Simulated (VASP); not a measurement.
# Al2Cu (P4/mmm) in VASP: notebook

The runs below take Al2Cu through single point, relaxation of cell and atoms, with PBEsol.

Everything below comes from runs of VASP 6.6.1. Logs are shortened: lines on timing, memory, paths and dates and some standing lists are left out, and cuts for length are marked.

### Step 1. The cell of the first run

The structure is tetragonal, space group P4/mmm (No. 123). The conventional cell has a = 4.084 Å, b = 4.084 Å, c = 2.846 Å, α = 90.00°, β = 90.00°, γ = 90.00°. Al (site symmetry mmm) has 4 Cu at 2.49 Å and 6 Al at 2.85 to 2.89 Å within 3.3 Å. Within 3.3 Å of Cu (site symmetry 4/mmm) lie 8 Al at 2.49 Å and 2 Cu at 2.85 Å.

### Step 2. Single point, PBEsol

INCAR

```
SYSTEM = Al2Cu
ALGO = Fast
EDIFF = 1E-6
ENCUT = 520
GGA = PS
ISIF = 2
ISMEAR = 0
LASPH = .TRUE.
LCHARG = .FALSE.
LREAL = .FALSE.
LWAVE = .FALSE.
NBANDS = 16
NELM = 60
PREC = Accurate
SIGMA = 0.1
```

KPOINTS

```
k-points
0
G
  10 10 14
  0 0 0
```

POSCAR

```
Al2Cu
1.0
    4.0842078946      0.0000000000      0.0000000000
    0.0000000000      4.0842078946      0.0000000000
    0.0000000000      0.0000000000      2.8458943809
Al Cu
2 1
Direct
    0.5000000000      0.0000000000      0.5000000000
    0.0000000000      0.5000000000      0.5000000000
    0.0000000000      0.0000000000      0.0000000000
```

Potentials or basis: VASP PAW PBE potentials, release 64 (Al, Cu).

The run is started by

```bash
$ cat potpaw_PBE.64/Al/POTCAR potpaw_PBE.64/Cu/POTCAR > POTCAR
$ mpirun -np 1 vasp_std > vasp.out
```

OUTCAR:

```text
SYSTEM = Al2Cu
   EDIFF = 1E-6
   ENCUT = 520
   GGA = PS
   ISIF = 2
   ISMEAR = 0
   LASPH = .TRUE.
   LREAL = .FALSE.
   NELM = 60
   PREC = Accurate

 ion  position               nearest neighbor table
   1  0.500  0.000  0.500-   3 2.49   3 2.49   3 2.49   3 2.49   2 2.89   2 2.89   2 2.89   2 2.89

   2  0.000  0.500  0.500-   3 2.49   3 2.49   3 2.49   3 2.49   1 2.89   1 2.89   1 2.89   1 2.89

   3  0.000  0.000  0.000-   1 2.49   2 2.49   1 2.49   2 2.49   2 2.49   2 2.49   1 2.49   1 2.49

  LATTYP: Found a simple tetragonal cell.
 ALAT       =     4.0842078946
 C/A-ratio  =     0.6968044856

  Lattice vectors:

 A1 = (   4.0842078946,   0.0000000000,   0.0000000000)
 A2 = (   0.0000000000,   4.0842078946,   0.0000000000)
 A3 = (   0.0000000000,   0.0000000000,   2.8458943809)

Analysis of symmetry for initial positions (statically):
=====================================================================
 Subroutine PRICEL returns:
 Original cell was already a primitive cell.

 Routine SETGRP: Setting up the symmetry group for a
 simple tetragonal supercell.

 Subroutine GETGRP returns: Found 16 space group operations
 (whereof 16 operations were pure point group operations)
 out of a pool of 16 trial point group operations.

The static configuration has the point symmetry D_4h.

Analysis of symmetry for dynamics (positions and initial velocities):
=====================================================================
 Subroutine PRICEL returns:
 Original cell was already a primitive cell.

 Routine SETGRP: Setting up the symmetry group for a
 simple tetragonal supercell.

 Subroutine GETGRP returns: Found 16 space group operations
 (whereof 16 operations were pure point group operations)
 out of a pool of 16 trial point group operations.

The dynamic configuration has the point symmetry D_4h.

 Subroutine INISYM returns: Found 16 space group operations
 (whereof 16 operations are pure point group operations),
 and found     1 'primitive' translations

----------------------------------------------------------------------------------------

                                     Primitive cell

  volume of cell :      47.4717

  direct lattice vectors                    reciprocal lattice vectors
     4.084207895  0.000000000  0.000000000     0.244845519  0.000000000  0.000000000
     0.000000000  4.084207895  0.000000000     0.000000000  0.244845519  0.000000000
     0.000000000  0.000000000  2.845894381     0.000000000  0.000000000  0.351383385

  length of vectors
     4.084207895  4.084207895  2.845894381     0.244845519  0.244845519  0.351383385

  position of ions in fractional coordinates (direct lattice)
     0.500000000  0.000000000  0.500000000
     0.000000000  0.500000000  0.500000000
     0.000000000  0.000000000  0.000000000

  ion indices of the primitive-cell ions
   primitive index   ion index
                 1           1
                 2           2
                 3           3

----------------------------------------------------------------------------------------

 KPOINTS: k-points

Automatic generation of k-mesh.
 Grid dimensions read from file:
 generate k-points for:   10   10   14

 Generating k-lattice:

  Cartesian coordinates                     Fractional coordinates (reciprocal lattice)
     0.024484552  0.000000000  0.000000000     0.100000000  0.000000000  0.000000000
     0.000000000  0.024484552  0.000000000     0.000000000  0.100000000  0.000000000
     0.000000000  0.000000000  0.025098813     0.000000000  0.000000000  0.071428571

  Length of vectors
     0.024484552  0.024484552  0.025098813

  Shift w.r.t. Gamma in fractional coordinates (k-lattice)
     0.000000000  0.000000000  0.000000000

 Subroutine IBZKPT returns following result:
 ===========================================

 Found    168 irreducible k-points:

 Following reciprocal coordinates:
            Coordinates               Weight
  0.000000  0.000000  0.000000      1.000000
  0.100000  0.000000  0.000000      4.000000
  0.200000  0.000000  0.000000      4.000000
  0.300000  0.000000  0.000000      4.000000
  0.400000  0.000000  0.000000      4.000000
  0.500000  0.000000  0.000000      2.000000
[... 16 lines left out ...]
  0.100000  0.000000  0.071429      8.000000
  0.200000  0.000000  0.071429      8.000000
 [... further k-points ...]
   k-points           NKPTS =    168   k-points in BZ     NKDIM =    168   number of bands    NBANDS=     16
   number of dos      NEDOS =    301   number of ions     NIONS =      3
   total plane-waves  NPLWV =  21600
   dimension x,y,z NGX =    30 NGY =   30 NGZ =   24
   dimension x,y,z NGXF=    60 NGYF=   60 NGZF=   48
   ions per type =               2   1
   NGX,Y,Z   is equivalent  to a cutoff of  12.21, 12.21, 14.02 a.u.
   NGXF,Y,Z  is equivalent  to a cutoff of  24.42, 24.42, 28.04 a.u.
 SYSTEM =  Al2Cu
   PREC   = accura    normal or accurate (medium, high low for compatibility)
   ISTART =      0    job   : 0-new  1-cont  2-samecut
   ICHARG =      2    charge: 1-file 2-atom 10-const
   ISPIN  =      1    spin polarized calculation?
   LNONCOLLINEAR =      F non collinear calculations
   LSORBIT =      F    spin-orbit coupling
   LASPH  =      T    aspherical Exc in radial PAW
   ENCUT  =  520.0 eV  38.22 Ry    6.18 a.u.   7.59  7.59  5.29*2*pi/ulx,y,z
   NELM   =     60;   NELMIN=  2; NELMDL= -5     # of ELM steps
   EDIFF  = 0.1E-05   stopping-criterion for ELM
   LREAL  =      F    real-space projection
   EDIFFG = 0.1E-04   stopping-criterion for IOM
   NSW    =      0    number of steps for IOM
   IBRION =     -1    ionic relax: 0-MD 1-quasi-New 2-CG
   NFREE  =      0    steps in history (QN), initial steepest desc. (CG)
   ISIF   =      2    stress and relaxation
   ISYM   =      2    0-nonsym 1-usesym 2-fastsym
   POTIM  = 0.5000    time-step for ionic-motion
   TEBEG  =    0.0;   TEEND  =   0.0 temperature during run
   PSTRESS=    0.0 pullay stress
   NELECT =      17.0000    total number of electrons
   NUPDOWN=      -1.0000    fix difference up-down
   EMIN   =  10.00;   EMAX   =-10.00  energy-range for DOS
   EFERMI =   0.00;   METHOD = LEGACY
   ISMEAR =     0;   SIGMA  =   0.10  broadening in eV -4-tet -1-fermi 0-gaus
   EFERMI_NEDOS =   21; number of points for ismear=-14 and -15
[... 40 lines left out ...]
  band No.  band energies     occupation
      1      -3.3725      2.00000
      2       1.7864      2.00000
      3       2.2958      2.00000
      4       2.9825      2.00000
      5       3.2038      2.00000
      6       3.2038      2.00000
[... 8 lines left out ...]
     15      14.5581      0.00000
     16      20.1709      0.00000

 k-point     2 :       0.1000    0.0000    0.0000
  band No.  band energies     occupation
      1      -3.2874      2.00000
      2       1.7383      2.00000
      3       2.2755      2.00000
      4       2.9560      2.00000
      5       3.2010      2.00000
      6       3.2043      2.00000
[... 8 lines left out ...]
     15      15.6386      0.00000
     16      19.8417      0.00000

 k-point     3 :       0.2000    0.0000    0.0000
  band No.  band energies     occupation
      1      -3.0358      2.00000
      2       1.4725      2.00000
      3       2.2303      2.00000
      4       2.8939      2.00000
      5       3.1936      2.00000
      6       3.2055      2.00000
[... 8 lines left out ...]
     15      17.4106      0.00000
     16      19.0344      0.00000

 k-point     4 :       0.3000    0.0000    0.0000
  band No.  band energies     occupation
      1      -2.6325      2.00000
      2       0.8098      2.00000
      3       2.2144      2.00000
      4       2.8279      2.00000
      5       3.0501      2.00000
      6       3.1845      2.00000
[... 8 lines left out ...]
     15      18.1085      0.00000
     16      19.3459      0.00000

 k-point     5 :       0.4000    0.0000    0.0000
  band No.  band energies     occupation
      1      -2.1314      2.00000
      2       0.0088      2.00000
      3       2.2253      2.00000
      4       2.7809      2.00000
      5       2.9285      2.00000
      6       3.1773      2.00000
[... 8 lines left out ...]
     15      17.3016      0.00000
     16      19.1964      0.00000

 k-point     6 :       0.5000    0.0000    0.0000
  band No.  band energies     occupation
      1      -1.8086      2.00000
      2      -0.4324      2.00000
      3       2.2324      2.00000
      4       2.7642      2.00000
      5       2.9039      2.00000
      6       3.1745      2.00000
[... 8 lines left out ...]
     15      16.9275      0.00000
     16      18.5115      0.00000

 k-point     7 :       0.1000    0.1000    0.0000
  band No.  band energies     occupation
      1      -3.2023      2.00000
      2       1.7078      2.00000
      3       2.2486      2.00000
      4       2.9229      2.00000
      5       3.2012      2.00000
      6       3.2017      2.00000
[... 8 lines left out ...]
     15      16.4322      0.00000
     16      19.6685      0.00000

 k-point     8 :       0.2000    0.1000    0.0000
  band No.  band energies     occupation
      1      -2.9505      2.00000
      2       1.4931      2.00000
      3       2.1857      2.00000
      4       2.8467      2.00000
      5       3.1941      2.00000
      6       3.2027      2.00000
[... 8 lines left out ...]
     15      17.5846      0.00000
     16      19.0440      0.00000

 k-point     9 :       0.3000    0.1000    0.0000
  band No.  band energies     occupation
      1      -2.5467      2.00000
      2       0.8682      2.00000
      3       2.1719      2.00000
      4       2.7757      2.00000
      5       3.0901      2.00000
      6       3.1851      2.00000
[... 8 lines left out ...]
     15      18.1652      0.00000
     16      19.1143      0.00000
[... 172 lines left out ...]
 k-point    19 :       0.4000    0.4000    0.0000
  band No.  band energies     occupation
      1      -0.8319      2.00000
      2       0.8570      2.00000
      3       1.1598      2.00000
      4       2.2086      2.00000
      5       2.9207      2.00000
      6       3.1510      2.00000
[... 8 lines left out ...]
     15      18.0015      0.00000
     16      18.4852      0.00000

 k-point    20 :       0.5000    0.4000    0.0000
  band No.  band energies     occupation
      1      -0.4484      2.00000
      2       0.5305      2.00000
      3       1.2594      2.00000
      4       2.0258      2.00000
      5       2.8814      2.00000
      6       3.0995      2.00000
[... 8 lines left out ...]
     15      17.7318      0.00000
     16      18.2434      0.00000

 k-point    21 :       0.5000    0.5000    0.0000
  band No.  band energies     occupation
      1       0.0067      2.00000
      2       0.7499      2.00000
      3       0.7499      2.00000
      4       1.8121      2.00000
      5       2.8592      2.00000
      6       3.0199      2.00000
[... 8 lines left out ...]
     15      17.8866      0.00000
     16      18.0222      0.00000

 k-point    22 :       0.0000    0.0000    0.0714
  band No.  band energies     occupation
      1      -3.2768      2.00000
      2       1.8189      2.00000
      3       2.3334      2.00000
      4       2.9920      2.00000
      5       3.1053      2.00000
      6       3.1053      2.00000
[... 8 lines left out ...]
     15      15.9164      0.00000
     16      19.2546      0.00000

 k-point    23 :       0.1000    0.0000    0.0714
  band No.  band energies     occupation
      1      -3.1919      2.00000
      2       1.7720      2.00000
      3       2.3140      2.00000
      4       2.9639      2.00000
      5       3.0933      2.00000
      6       3.1119      2.00000
[... 8 lines left out ...]
     15      16.3374      0.00000
     16      18.7080      0.00000

 k-point    24 :       0.2000    0.0000    0.0714
  band No.  band energies     occupation
      1      -2.9406      2.00000
      2       1.5156      2.00000
      3       2.2687      2.00000
      4       2.9028      2.00000
      5       3.0507      2.00000
      6       3.1216      2.00000
[... 8 lines left out ...]
     15      17.4699      0.00000
     16      17.7697      0.00000

 [... further k-points ...]
[... 5 lines left out ...]
  --------------------------------------------------------------------------------------
  -------------------------------------------------------------------------------------
  Total        0.0340526      0.0340526      0.0403794      0.0000000      0.0000000      0.0000000
  in kB        1.1492817      1.1492817      1.3628129      0.0000000      0.0000000      0.0000000
  external PRESSURE =       1.2204587 kB  Pullay stress =       0.0000000 kB

 VOLUME and BASIS-vectors are now :
 -----------------------------------------------------------------------------
  energy-cutoff  :      520.00
  volume of cell :       47.47
      direct lattice vectors                 reciprocal lattice vectors
     4.084207895  0.000000000  0.000000000     0.244845519  0.000000000  0.000000000
     0.000000000  4.084207895  0.000000000     0.000000000  0.244845519  0.000000000
     0.000000000  0.000000000  2.845894381     0.000000000  0.000000000  0.351383385

 POSITION                                       TOTAL-FORCE (eV/Angst)
 -----------------------------------------------------------------------------------
      2.04210      0.00000      1.42295         0.000000      0.000000      0.000000
      0.00000      2.04210      1.42295         0.000000      0.000000      0.000000
      0.00000      0.00000      0.00000         0.000000      0.000000      0.000000
 -----------------------------------------------------------------------------------
    total drift:                                0.000000      0.000000      0.000000

  FREE ENERGIE OF THE ION-ELECTRON SYSTEM (eV)
  ---------------------------------------------------
  free  energy   TOTEN  =       -12.5692911793 eV

  energy  without entropy=      -12.5646366493  energy(sigma->0) =      -12.56696391
```

It took 1.9 min on 1 thread of Intel Xeon Platinum 8259CL at 2.50GHz (Skylake/Cascade Lake), shared host; peak memory 0.24 GiB.

Results:

| Quantity | Value |
| --- | --- |
| Free energy | -12.5693 eV |
| Pressure | 0.1 GPa |

Caveat: the PAW data sets were made with another functional, which shifts forces and pressure a little.

### Step 3. Single point, PBEsol

INCAR

```
PREC = Accurate ; ENCUT = 520
EDIFF = 1E-6 ; ISMEAR = 0
SIGMA = 0.15 ; LREAL = F
LASPH = T ; NELM = 100
ALGO = Fast ; ISIF = 2
LWAVE = F ; LCHARG = F
GGA = PS ; NBANDS = 16
```

KPOINTS

```
regular mesh
0
Gamma
  10 10 14
```

POSCAR is that of step 2.

Potentials or basis: VASP PAW PBE potentials, release 64 (Al, Cu).

The run is started by

```bash
$ cat potpaw_PBE.64/Al/POTCAR potpaw_PBE.64/Cu/POTCAR > POTCAR
$ mpirun -np 1 vasp_std > vasp.out
```

Wall time 1.9 min (1 thread of Intel Xeon Platinum 8259CL at 2.50GHz (Skylake/Cascade Lake), shared host); peak memory 0.24 GiB.

The run converged. Its results:

```yaml
Free_energy: -12.5721 eV
Pressure: 0.2 GPa
```

Levels at points of the mesh, in eV from the Fermi level:
```csv
k point,band 6,band 7,band 8,band 9,band 10,band 11,band 12,band 13
"(0.00, 0.00, 0.00)",-4.12,-2.46,-2.46,-0.08,0.83,6.18,6.18,6.33
"(0.50, 0.00, 0.00)",-4.15,-4.11,-1.14,1.55,1.69,1.92,7.73,8.37
"(0.50, 0.50, 0.00)",-4.30,-4.14,-4.14,-2.47,8.58,8.58,9.62,9.97
"(0.00, 0.00, 0.50)",-4.14,-3.01,2.52,2.64,2.64,2.73,2.73,3.15
"(0.50, 0.00, 0.50)",-4.21,-3.12,-2.46,-1.64,3.75,3.98,4.49,5.11
"(0.50, 0.50, 0.50)",-3.51,-2.31,-2.31,-0.84,-0.83,0.05,0.05,2.36
```

Caveat: the PAW data sets were made with another functional, which shifts forces and pressure a little.

### Step 4. Relaxation of cell and atoms, PBEsol

This run uses another cell than the first one, of 16.24 Å³/atom, 1.026 times its volume.

INCAR

```
  PREC = Accurate
  ENCUT = 600
  EDIFF = 1E-6
  ISMEAR = 0
  SIGMA = 0.1
  LREAL = F
  LASPH = T
  NELM = 100
  ALGO = Fast
  ISIF = 3
  LWAVE = F
  LCHARG = F
  GGA = PS
  IBRION = 2
  NSW = 100
  EDIFFG = -0.005
```

KPOINTS

```
Automatic mesh
0
Gamma
  10 10 14
```

POSCAR

```
Al2Cu
1.0
    4.1051820000      0.0000000000      0.0000000000
    0.0000000000      4.1051820000      0.0000000000
    0.0000000000      0.0000000000      2.8913130000
Al Cu
2 1
Direct
    0.5000000000      0.0000000000      0.5000000000
    0.0000000000      0.5000000000      0.5000000000
    0.0000000000      0.0000000000      0.0000000000
```

The run is started by

```bash
$ cat potpaw_PBE.64/Al/POTCAR potpaw_PBE.64/Cu/POTCAR > POTCAR
$ mpirun -np 1 vasp_std > vasp.out
```

Wall time 6.5 min (1 thread of Intel Xeon 6975P-C, shared host); peak memory 0.29 GiB.

The run converged. Its results:

- Free energy: -12.5699 eV
- Relaxed volume: 15.87 Å³/atom
- Relaxed cell: a = 4.088 Å, b = 4.088 Å, c = 2.849 Å, α = 90.00°, β = 90.00°, γ = 90.00°
- Space group after relaxing (to 0.05 Å): P4/mmm (No. 123)
- Energy gained by relaxing: 2.9 meV/atom
- Ionic steps: 9
- Pressure after relaxing: 0.0 GPa

The path:
| step | energy change (eV) | largest force (eV/Å) | pressure (GPa) | volume (Å³) |
| --- | --- | --- | --- | --- |
| 1 | 0.0000 | 0.0000 | -1.60 | 48.73 |
| 2 | -0.0083 | 0.0000 | 0.31 | 47.59 |
| 3 | -0.0083 | 0.0000 | -0.04 | 47.65 |
| 4 | -0.0083 | 0.0000 | -0.06 | 47.63 |
| 5 | -0.0085 | 0.0000 | -0.08 | 47.65 |
| 6 | -0.0086 | 0.0000 | -0.16 | 47.67 |
| 7 | -0.0086 | 0.0000 | 0.06 | 47.53 |
| 8 | -0.0086 | 0.0000 | 0.11 | 47.58 |
| 9 | -0.0086 | 0.0000 | 0.03 | 47.62 |

Final structure:
```
Al Cu
1.0
     4.08820    0.00000    0.00000
     0.00000    4.08820    0.00000
     0.00000    0.00000    2.84897
Al Cu
2 1
Direct
  0.50000 0.00000 0.50000
  0.00000 0.50000 0.50000
  0.00000 0.00000 0.00000
```

Levels at points of the mesh, in eV from the Fermi level:
| k point | band 6 | band 7 | band 8 | band 9 | band 10 | band 11 | band 12 |
| --- | --- | --- | --- | --- | --- | --- | --- |
| (0.00, 0.00, 0.00) | -4.10 | -2.46 | -2.46 | -0.09 | 0.83 | 6.16 | 6.32 |
| (0.50, 0.00, 0.00) | -4.13 | -4.10 | -1.14 | 1.55 | 1.69 | 1.91 | 7.71 |
| (0.50, 0.50, 0.00) | -4.29 | -4.13 | -4.13 | -2.47 | 8.58 | 8.58 | 9.61 |
| (0.00, 0.00, 0.50) | -4.13 | -3.01 | 2.51 | 2.63 | 2.63 | 2.73 | 2.73 |
| (0.50, 0.00, 0.50) | -4.20 | -3.11 | -2.46 | -1.64 | 3.75 | 3.98 | 4.48 |
| (0.50, 0.50, 0.50) | -3.50 | -2.30 | -2.30 | -0.84 | -0.83 | 0.04 | 0.04 |

Caveat: the PAW data sets were made with another functional, which shifts forces and pressure a little.

### Step 5. Summary

```csv
task,cell,cutoff (eV),smearing,gap on the mesh (eV),pressure (GPa)
single point,"a = 4.084, b = 4.084, c = 2.846 Å, 3 atoms",520,gaussian 0.1 eV,none,0.1
single point,"a = 4.084, b = 4.084, c = 2.846 Å, 3 atoms",520,gaussian 0.15 eV,none,0.2
relaxation of cell and atoms,"relaxed from a = 4.105, b = 4.105, c = 2.891 Å, 3 atoms",600,gaussian 0.1 eV,none,0.0
```

Alike in all rows: level PBEsol; potentials or basis VASP PAW PBE potentials, release 64 (Al, Cu); no spin polarisation; k mesh 10 × 10 × 14.

Caveats: the PAW data sets were made with another functional, which shifts forces and pressure a little.

Absolute energies hang on the potentials; compare differences alone.
